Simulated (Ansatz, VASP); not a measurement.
Two plane-wave programs on Li2Zn

```xyz
6
Lattice="0.0000 3.6003 3.6003 3.6003 0.0000 3.6003 3.6003 3.6003 0.0000" Properties=species:S:1:pos:R:3 pbc="T T T"
Li    0.9001    0.9001    0.9001
Li    0.9001    2.7002    2.7002
Li    2.7002    2.7002    0.9001
Li    2.7002    0.9001    2.7002
Zn    3.6003    3.6003    3.6003
Zn    5.4004    5.4004    5.4004
```

Change from the starting cell: species swapped into the ZrV2 type (Fd-3m, No. 227).

Alike in both runs: task relaxation of cell and atoms; functional PBE; k mesh 10 × 10 × 10; occupations gaussian, width 0.1 eV; no spin polarisation.

|  | VASP | Ansatz |
| --- | --- | --- |
| version | VASP 6.6.1 | Ansatz 0.2.0 |
| potentials or method | VASP PAW PBE potentials, release 64 (Li_sv, Zn), cutoff 600 eV | scalar-relativistic, plane waves, PAW |
| valence electrons in the cell | 36 | 36 |

|  | VASP | Ansatz | Ansatz less VASP |
| --- | --- | --- | --- |
| gap on the k mesh at the Fermi level, each at its own relaxed structure (eV) | none | none | - |
| relaxed volume (Å³/atom) | 15.53 | 15.56 | +0.024 |
| relaxed length of the cell vector where the two differ most in proportion (Å) | 5.089 | 5.092 | +0.0026 |

A gap of «none» marks a metal or a gap that the smearing closes.

Noted on VASP's run: the cutoff is under 1.25 times that of the potentials, so the pressure is a little rough.
